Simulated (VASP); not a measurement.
# ZnH (Pm-3m) in VASP: notebook, part 2 of 2

VASP 6.6.1. The steps go on from the part before.

## 3. Relaxation of cell and atoms, PBE

This run uses another cell than the first one, of 10.00 Å³/atom.

File INCAR:

```
SYSTEM = ZnH
PREC     = Accurate       ! precision mode
ENCUT    = 600            ! plane-wave cutoff, eV
EDIFF    = 1E-7           ! SCF threshold, eV
ISMEAR   = 0              ! smearing method
SIGMA    = 0.1            ! smearing width, eV
LREAL    = .False.        ! projectors in reciprocal space
LASPH    = .True.         ! aspherical terms in the spheres
NELM     = 100            ! most SCF steps
ALGO     = Normal         ! electronic algorithm
ISIF     = 3              ! what is computed and relaxed
LWAVE    = .False.        ! write WAVECAR
LCHARG   = .False.        ! write CHGCAR
GGA      = PE             ! functional
IBRION   = 2              ! ionic algorithm
NSW      = 100            ! ionic steps
EDIFFG   = -0.01          ! ionic threshold
```

File KPOINTS:

```
regular mesh
0
Gamma
  20 20 20
  0 0 0
```

File POSCAR:

```
ZnH
1.0
    2.7140574029      0.0000000000      0.0000000000
    0.0000000000      2.7140574029      0.0000000000
    0.0000000000      0.0000000000      2.7140574029
Zn H
1 1
Direct
    0.5000000000      0.5000000000      0.5000000000
    0.0000000000      0.0000000000      0.0000000000
```

Potentials or basis: VASP PAW PBE potentials, release 64 (Zn, H).

Run with:

```
$ cat potpaw_PBE.64/Zn/POTCAR potpaw_PBE.64/H/POTCAR > POTCAR
$ mpirun -np 1 vasp_std > vasp.out
```

OUTCAR:

```text
SYSTEM = ZnH
   PREC = Accurate
   ENCUT = 600
   EDIFF = 1E-7
   ISMEAR = 0
   LREAL = .False.
   LASPH = .True.
   NELM = 100
   ISIF = 3
   GGA = PE
   IBRION = 2
   NSW = 100
   EDIFFG = -0.01

 ion  position               nearest neighbor table
   1  0.500  0.500  0.500-
   2  0.000  0.000  0.000-

  LATTYP: Found a simple cubic cell.
 ALAT       =     2.7140574029

  Lattice vectors:

 A1 = (   2.7140574029,   0.0000000000,   0.0000000000)
 A2 = (   0.0000000000,   2.7140574029,   0.0000000000)
 A3 = (   0.0000000000,   0.0000000000,   2.7140574029)

Analysis of symmetry for initial positions (statically):
=====================================================================
 Subroutine PRICEL returns:
 Original cell was already a primitive cell.

 Routine SETGRP: Setting up the symmetry group for a
 simple cubic supercell.

 Subroutine GETGRP returns: Found 48 space group operations
 (whereof 48 operations were pure point group operations)
 out of a pool of 48 trial point group operations.

The static configuration has the point symmetry O_h .

Analysis of symmetry for dynamics (positions and initial velocities):
=====================================================================
 Subroutine PRICEL returns:
 Original cell was already a primitive cell.

 Routine SETGRP: Setting up the symmetry group for a
 simple cubic supercell.

 Subroutine GETGRP returns: Found 48 space group operations
 (whereof 48 operations were pure point group operations)
 out of a pool of 48 trial point group operations.

The dynamic configuration has the point symmetry O_h .

 Subroutine INISYM returns: Found 48 space group operations
 (whereof 48 operations are pure point group operations),
 and found     1 'primitive' translations
[... 122 lines left out ...]
   AEXX    =    0.0000 exact exchange contribution
   IVDW    =     0    specifies the selected vdW correction
   LEPSILON=     F    determine dielectric tensor
   LRPA    =     F    only Hartree local field effects (RPA)
 conjugate gradient relaxation of ions
 non-spin polarized calculation
 Gauss-broadening in eV      SIGMA  =   0.10
  energy-cutoff  :      600.00
  volume of cell :       19.99
 maximum number of plane-waves:       691
 NGX is ok and might be reduce to    24
   NGX = 11   NGY = 11   NGZ = 11

--------------------------------------- Ionic step        1  -------------------------------------------

 number of electron      12.9999985 magnetization

 Free energy of the ion-electron system (eV)
  ---------------------------------------------------
  ext. energy  EPLUGINS =         0.00000000
  ---------------------------------------------------
  free energy    TOTEN  =        -3.18787505 eV

  energy without entropy =       -3.18580901  energy(sigma->0) =       -3.18684203

------------------------ aborting loop because EDIFF is reached ----------------------------------------

  FORCE on cell =-STRESS in cart. coord.  units (eV):
  Direction    XX          YY          ZZ          XY          YZ          ZX
  --------------------------------------------------------------------------------------
  -------------------------------------------------------------------------------------
  Total       -0.0713159     -0.0713159     -0.0713159      0.0000000      0.0000000      0.0000000
  in kB       -5.7153073     -5.7153073     -5.7153073      0.0000000      0.0000000      0.0000000
  external PRESSURE =      -5.7153073 kB  Pullay stress =       0.0000000 kB
[... 59 lines left out ...]
--------------------------------------- Ionic step        3  -------------------------------------------

 number of electron      12.9999988 magnetization

 Free energy of the ion-electron system (eV)
  ---------------------------------------------------
  ext. energy  EPLUGINS =         0.00000000
  ---------------------------------------------------
  free energy    TOTEN  =        -3.18818198 eV

  energy without entropy =       -3.18615255  energy(sigma->0) =       -3.18716727

 E-fermi :   2.4367     XC(G=0): -11.0432

 val. band max:        2.4256909369   @ k =   0.5000   0.3500   0.3000
 cond. band min:       2.4527754250   @ k =   0.3500   0.2000   0.2000
 fundamental gap:      0.0270844881
 Fermi energy:         2.4366725136

 k-point     1 :       0.0000    0.0000    0.0000
  band No.  band energies     occupation
      1      -8.4113      2.00000
      2      -5.4492      2.00000
      3      -5.4492      2.00000
      4      -4.4507      2.00000
      5      -4.4507      2.00000
      6      -4.4507      2.00000
      7       8.4073      0.00000
      8      12.5180      0.00000
      9      12.5180      0.00000
     10      12.5180      0.00000
[... 287 lines left out ...]
 k-point    24 :       0.2000    0.1000    0.0000
  band No.  band energies     occupation
      1      -7.4159      2.00000
      2      -5.3735      2.00000
      3      -5.2340      2.00000
      4      -4.5792      2.00000
      5      -4.5556      2.00000
      6      -4.4699      2.00000
      7       5.0630      0.00000
      8       9.4629      0.00000
      9      13.4199      0.00000
     10      13.7305      0.00000

 [... further k-points ...]
[... 5 lines left out ...]
  --------------------------------------------------------------------------------------
  -------------------------------------------------------------------------------------
  Total       -0.0066024     -0.0066024     -0.0066024     -0.0000000     -0.0000000      0.0000000
  in kB       -0.5332376     -0.5332376     -0.5332376     -0.0000000     -0.0000000      0.0000000
  external PRESSURE =      -0.5332376 kB  Pullay stress =       0.0000000 kB
[... 17 lines left out ...]
  FREE ENERGIE OF THE ION-ELECTRON SYSTEM (eV)
  ---------------------------------------------------
  free  energy   TOTEN  =        -3.1881819839 eV

  energy  without entropy=       -3.1861525544  energy(sigma->0) =       -3.18716727

 reached required accuracy - stopping structural energy minimisation
```

It took 35 s on 1 thread of Intel Xeon 6975P-C (Granite Rapids), shared host; peak memory 0.2 GiB.

Results:

```
Free energy                           : -3.1882 eV
Relaxed volume                        : 9.92 Å³/atom
Relaxed cell                          : a = 2.707 Å, b = 2.707 Å, c = 2.707 Å, α = 90.00°, β = 90.00°, γ = 90.00°
Space group after relaxing (to 0.1 Å) : Pm-3m (No. 221)
Energy gained by relaxing             : 0.2 meV/atom
Ionic steps                           : 3
Pressure after relaxing               : -0.1 GPa
Band gap on the k mesh                : zero (an odd number of electrons rules out a gap without spin polarisation)
```

Step by step:
| step | energy change (eV) | largest force (eV/Å) | pressure (GPa) | volume (Å³) |
| --- | --- | --- | --- | --- |
| 1 | 0.0000 | 0.0000 | -0.57 | 19.99 |
| 2 | -0.0003 | 0.0000 | -0.22 | 19.89 |
| 3 | -0.0003 | 0.0000 | -0.05 | 19.84 |

Final structure:
```
CELL_PARAMETERS angstrom
2.70705 0.00000 0.00000
0.00000 2.70705 0.00000
0.00000 0.00000 2.70705
ATOMIC_POSITIONS crystal
Zn 0.50000 0.50000 0.50000
H 0.00000 0.00000 0.00000
```

## 4. Single point, PBE

This run uses another cell than the first one, of 12.81 Å³/atom.

File INCAR:

```
SYSTEM = ZnH
ALGO = Normal ; EDIFF = 1E-6
ENCUT = 520 ; GGA = PE
ISIF = 2 ; ISMEAR = 0
LASPH = .TRUE. ; LCHARG = .TRUE.
LELF = .TRUE. ; LREAL = .FALSE.
LVHAR = .TRUE. ; LWAVE = .FALSE.
NBANDS = 14 ; NELM = 100
PREC = Accurate ; SIGMA = 0.1
```

File KPOINTS:

```
k-points
0
G
  6 6 6
  0 0 0
```

File POSCAR:

```
ZnH
1.0
    2.9480170800      0.0000000000      0.0000000000
    0.0000000000      2.9480170800      0.0000000000
    0.0000000000      0.0000000000      2.9480170800
Zn H
1 1
Direct
    0.5000000000      0.5000000000      0.5000000000
    0.0000000000      0.0000000000      0.0000000000
```

Run with:

```
$ cat potpaw_PBE.64/Zn/POTCAR potpaw_PBE.64/H/POTCAR > POTCAR
$ mpirun -np 1 vasp_std > vasp.out
```

Wall time 3.7 s (1 thread of Intel Xeon 6975P-C (Granite Rapids), shared host); peak memory 0.13 GiB.

The run converged. Its results:

```yaml
Free_energy: -2.9315 eV
Pressure: -9.8 GPa
Band_gap_on_the_k_mesh: zero (an odd number of electrons rules out a gap without spin polarisation)
```

Levels at points of the mesh, in eV from the Fermi level:
| k point | band 3 | band 4 | band 5 | band 6 | band 7 | band 8 | band 9 | band 10 |
| --- | --- | --- | --- | --- | --- | --- | --- | --- |
| (0.00, 0.00, 0.00) | -7.19 | -6.59 | -6.59 | -6.59 | 4.43 | 8.87 | 8.87 | 8.87 |
| (0.50, 0.00, 0.00) | -6.77 | -6.77 | -6.58 | -4.91 | -3.36 | 7.48 | 12.39 | 12.39 |
| (0.50, 0.50, 0.00) | -6.74 | -6.74 | -6.44 | -1.31 | 0.59 | 0.86 | 0.86 | 15.17 |
| (0.50, 0.50, 0.50) | -7.06 | -6.44 | -6.44 | -0.38 | 4.18 | 4.18 | 4.18 | 5.05 |

Caveat: the cell stands under tension.

## 5. The runs side by side

```csv
task,cell,k mesh,cutoff (eV),gap on the mesh (eV),pressure (GPa)
single point,"a = 2.704 Å, 2 atoms",20 × 20 × 20,520,none,0.1
relaxation of cell and atoms,"relaxed from a = 2.714 Å, 2 atoms",20 × 20 × 20,600,none,-0.1
single point,"a = 2.948 Å, 2 atoms",6 × 6 × 6,520,none,-9.8
```

Alike in all rows: level PBE; potentials or basis VASP PAW PBE potentials, release 64 (Zn, H); no spin polarisation; smearing gaussian 0.1 eV.

Caveats: the cell stands under tension (at least some runs).

Total energies depend on the potentials used, so only differences within one code and one set of settings carry meaning.
